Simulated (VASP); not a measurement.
# BN in VASP: further runs, part 2 of 2

VASP 6.6.1. The steps go on from the part before.

## (5) Single point, PBE+D3(BJ)

This run uses another cell than the first one: it holds 2 atoms, not 10.

INCAR

```
  PREC = Accurate
  ENCUT = 520
  EDIFF = 1E-6
  ISMEAR = 0
  SIGMA = 0.02
  LREAL = F
  LASPH = T
  NELM = 60
  ALGO = Normal
  ISIF = 2
  LWAVE = F
  LCHARG = F
  LDIPOL = T
  IDIPOL = 3
  DIPOL = 0.5 0.5 0.500
  GGA = PE
  IVDW = 12
  NBANDS = 11
```

KPOINTS

```
Automatic mesh
0
Gamma
  12 12 1
```

POSCAR

```
BN
1.0
    2.5064381600      0.0000000000      0.0000000000
   -1.2532190800      2.1706391196      0.0000000000
    0.0000000000      0.0000000000     26.0000000000
B N
1 1
Direct
    0.6666666667      0.3333333333      0.5000000000
    0.3333333333      0.6666666667      0.5000000000
```

Potentials or basis: VASP PAW PBE potentials, release 64 (B, N).

Started as:

```console
cat potpaw_PBE.64/B/POTCAR potpaw_PBE.64/N/POTCAR > POTCAR
mpirun -np 1 vasp_std > vasp.out
```

OUTCAR:

```text
PREC = Accurate
   ENCUT = 520
   EDIFF = 1E-6
   ISMEAR = 0
   LREAL = F
   LASPH = T
   NELM = 60
   ISIF = 2
   GGA = PE
   IVDW = 12
 IVDW          = 12

 ion  position               nearest neighbor table
   1  0.667  0.333  0.500-   2 1.45   2 1.45   2 1.45
   2  0.333  0.667  0.500-   1 1.45   1 1.45   1 1.45

  LATTYP: Found a hexagonal cell.
 ALAT       =     2.5064381600
 C/A-ratio  =    10.3732860499

  Lattice vectors:

 A1 = (   2.5064381600,   0.0000000000,   0.0000000000)
 A2 = (  -1.2532190800,   2.1706391196,   0.0000000000)
 A3 = (   0.0000000000,   0.0000000000,  26.0000000000)

Analysis of symmetry for initial positions (statically):
=====================================================================
 Subroutine PRICEL returns:
 Original cell was already a primitive cell.

 Routine SETGRP: Setting up the symmetry group for a
 hexagonal supercell.

 Subroutine GETGRP returns: Found 12 space group operations
 (whereof 12 operations were pure point group operations)
 out of a pool of 24 trial point group operations.

The static configuration has the point symmetry D_3h.

Analysis of symmetry for dynamics (positions and initial velocities):
=====================================================================
 Subroutine PRICEL returns:
 Original cell was already a primitive cell.

 Routine SETGRP: Setting up the symmetry group for a
 hexagonal supercell.

 Subroutine GETGRP returns: Found 12 space group operations
 (whereof 12 operations were pure point group operations)
 out of a pool of 24 trial point group operations.

The dynamic configuration has the point symmetry D_3h.

 Subroutine INISYM returns: Found 12 space group operations
 (whereof 12 operations are pure point group operations),
 and found     1 'primitive' translations

----------------------------------------------------------------------------------------

                                     Primitive cell

  volume of cell :     141.4549

  direct lattice vectors                    reciprocal lattice vectors
     2.506438160  0.000000000  0.000000000     0.398972540  0.230346904  0.000000000
    -1.253219080  2.170639120  0.000000000     0.000000000  0.460693807  0.000000000
     0.000000000  0.000000000 26.000000000     0.000000000  0.000000000  0.038461538

  length of vectors
     2.506438160  2.506438160 26.000000000     0.460693807  0.460693807  0.038461538

  position of ions in fractional coordinates (direct lattice)
     0.666666667  0.333333333  0.500000000
     0.333333333  0.666666667  0.500000000

  ion indices of the primitive-cell ions
   primitive index   ion index
                 1           1
                 2           2

----------------------------------------------------------------------------------------

 KPOINTS: Automatic mesh

Automatic generation of k-mesh.
 Grid dimensions read from file:
 generate k-points for:   12   12    1

 Generating k-lattice:

  Cartesian coordinates                     Fractional coordinates (reciprocal lattice)
     0.033247712  0.019195575  0.000000000     0.083333333  0.000000000  0.000000000
     0.000000000  0.038391151  0.000000000     0.000000000  0.083333333  0.000000000
[... 38 lines left out ...]
   dimension x,y,z NGXF=    40 NGYF=   40 NGZF=  392
   ions per type =               1   1
   NGX,Y,Z   is equivalent  to a cutoff of  13.27, 13.27, 12.53 a.u.
   NGXF,Y,Z  is equivalent  to a cutoff of  26.53, 26.53, 25.06 a.u.
 SYSTEM =  unknown system
   PREC   = accura    normal or accurate (medium, high low for compatibility)
   ISTART =      0    job   : 0-new  1-cont  2-samecut
   ICHARG =      2    charge: 1-file 2-atom 10-const
   ISPIN  =      1    spin polarized calculation?
   LNONCOLLINEAR =      F non collinear calculations
   LSORBIT =      F    spin-orbit coupling
   LASPH  =      T    aspherical Exc in radial PAW
   ENCUT  =  520.0 eV  38.22 Ry    6.18 a.u.   4.66  4.66 48.34*2*pi/ulx,y,z
   NELM   =     60;   NELMIN=  2; NELMDL= -5     # of ELM steps
   EDIFF  = 0.1E-05   stopping-criterion for ELM
   LREAL  =      F    real-space projection
   EDIFFG = 0.1E-04   stopping-criterion for IOM
   NSW    =      0    number of steps for IOM
   IBRION =     -1    ionic relax: 0-MD 1-quasi-New 2-CG
   NFREE  =      0    steps in history (QN), initial steepest desc. (CG)
   ISIF   =      2    stress and relaxation
   ISYM   =      2    0-nonsym 1-usesym 2-fastsym
   POTIM  = 0.5000    time-step for ionic-motion
   TEBEG  =    0.0;   TEEND  =   0.0 temperature during run
   PSTRESS=    0.0 pullay stress
   NELECT =       8.0000    total number of electrons
   NUPDOWN=      -1.0000    fix difference up-down
   EMIN   =  10.00;   EMAX   =-10.00  energy-range for DOS
   EFERMI =   0.00;   METHOD = LEGACY
   ISMEAR =     0;   SIGMA  =   0.02  broadening in eV -4-tet -1-fermi 0-gaus
   EFERMI_NEDOS =   21; number of points for ismear=-14 and -15
   IALGO  =     38    algorithm
   IMIX   =      4    mixing-type and parameters
     AMIX     =   0.40;   BMIX     =  1.00
     AMIX_MAG =   1.60;   BMIX_MAG =  1.00
  volume/ion in A,a.u.               =      70.73       477.29
  Fermi-wavevector in a.u.,A,eV,Ry     =   0.628394  1.187493  5.372659  0.394879
  Thomas-Fermi vector in A             =   1.690324
   LORBIT       =      0    0 simple, 1 ext, 2 COOP (PROOUT), +10 PAW based schemes
   GGA     = PE    functional components
   LHFCALC =     F    Hartree Fock is set to
   AEXX    =    0.0000 exact exchange contribution
   IVDW    =    12    specifies the selected vdW correction
   LEPSILON=     F    determine dielectric tensor
   LRPA    =     F    only Hartree local field effects (RPA)
 non-spin polarized calculation
 Gauss-broadening in eV      SIGMA  =   0.02
  energy-cutoff  :      520.00
  volume of cell :      141.45
 maximum number of plane-waves:      3839
 NGX is ok and might be reduce to    20

 dipolmoment           0.000000      0.000000      0.000000 electrons x Angstroem

 number of electron       7.9999999 magnetization

 dipolmoment           0.000000      0.000000     -0.000000 electrons x Angstroem

 Free energy of the ion-electron system (eV)
  ---------------------------------------------------
  ext. energy  EPLUGINS =         0.00000000
  ---------------------------------------------------
  free energy    TOTEN  =       -17.59983569 eV

  energy without entropy =      -17.59983569  energy(sigma->0) =      -17.59983569

 E-fermi :  -4.5848     XC(G=0):  -1.6381

 val. band max:       -4.7746398414   @ k =   0.3333   0.3333   0.0000
 cond. band min:      -0.0948440865   @ k =   0.3333   0.3333   0.0000
 fundamental gap:      4.6797957549
 Fermi energy:        -4.5847748635

 k-point     1 :       0.0000    0.0000    0.0000
  band No.  band energies     occupation
      1     -22.4289      2.00000
      2     -10.0093      2.00000
      3      -6.1192      2.00000
      4      -6.1192      2.00000
      5      -0.0895      0.00000
      6       0.7970      0.00000
      7       1.0768      0.00000
      8       1.5359      0.00000
      9       1.7968      0.00000
     10       2.7021      0.00000
     11       3.0447      0.00000
[... 239 lines left out ...]
 k-point    19 :       0.3333    0.3333    0.0000
  band No.  band energies     occupation
      1     -18.7721      2.00000
      2     -12.6709      2.00000
      3     -11.9379      2.00000
      4      -4.7746      2.00000
      5      -0.0948      0.00000
      6       7.5896      0.00000
      7       8.5604      0.00000
      8       9.8401      0.00000
      9      10.3701      0.00000
     10      11.1561      0.00000
     11      11.4872      0.00000

------------------------ aborting loop because EDIFF is reached ----------------------------------------

 vacuum level on the upper side and lower side of the slab       (xc-potential included)        -0.010        -0.010

 Edisp (eV)   -0.15444

 E8    (eV) :    -0.0496

  FORCE on cell =-STRESS in cart. coord.  units (eV):
  Direction    XX          YY          ZZ          XY          YZ          ZX
  --------------------------------------------------------------------------------------
  -------------------------------------------------------------------------------------
  Total       0.13362     0.13362    -0.01883     0.00000    -0.00000    -0.00000
  in kB       1.51343     1.51343    -0.21327     0.00000    -0.00000    -0.00000
  external pressure =        0.94 kB  Pullay stress =        0.00 kB

 VOLUME and BASIS-vectors are now :
 -----------------------------------------------------------------------------
  energy-cutoff  :      520.00
  volume of cell :      141.45
      direct lattice vectors                 reciprocal lattice vectors
     2.506438160  0.000000000  0.000000000     0.398972540  0.230346904  0.000000000
    -1.253219080  2.170639120  0.000000000     0.000000000  0.460693807  0.000000000
     0.000000000  0.000000000 26.000000000     0.000000000  0.000000000  0.038461538

 POSITION                                       TOTAL-FORCE (eV/Angst)
 -----------------------------------------------------------------------------------
      1.25322      0.72355     13.00000        -0.000000      0.000000      0.000000
     -0.00000      1.44709     13.00000         0.000000     -0.000000      0.000000
 -----------------------------------------------------------------------------------
    total drift:                                0.000000     -0.000000     -0.000000

  FREE ENERGIE OF THE ION-ELECTRON SYSTEM (eV)
  ---------------------------------------------------
  free  energy   TOTEN  =       -17.7542768974 eV

  energy  without entropy=      -17.7542768974  energy(sigma->0) =      -17.75427690

 vacuum level on the upper side and lower side of the slab         1.021         1.021
```

Wall time 28 s (1 thread of Intel Xeon 6975P-C (Granite Rapids), shared host); peak memory 0.26 GiB.

Results:

- Free energy: -17.7543 eV
- Band gap on the k mesh: 4.68 eV, direct
- Dispersion energy per atom: -0.077 eV

## (6) The runs side by side

| cell | smearing | gap on the mesh (eV) | largest force (eV/Å) |
| --- | --- | --- | --- |
| a = 2.506, b = 2.506, c = 30.234 Å, angles 90.0, 90.0, 120.0°, 10 atoms | gaussian 0.05 eV | 4.29 | 0.03 |
| a = 2.506, b = 2.506, c = 23.617 Å, angles 90.0, 90.0, 120.0°, 6 atoms | gaussian 0.05 eV | 4.35 | 0.03 |
| a = 2.509, b = 2.509, c = 26.000 Å, angles 90.0, 90.0, 120.0°, 2 atoms | gaussian 0.02 eV | 4.67 | - |
| a = 2.506, b = 2.506, c = 26.000 Å, angles 90.0, 90.0, 120.0°, 2 atoms | gaussian 0.02 eV | 4.68 | - |

Alike in all rows: task single point; level PBE+D3(BJ); potentials or basis VASP PAW PBE potentials, release 64 (B, N); no spin polarisation; k mesh 12 × 12 × 1; cutoff (eV) 520.

Absolute energies hang on the potentials; compare differences alone.
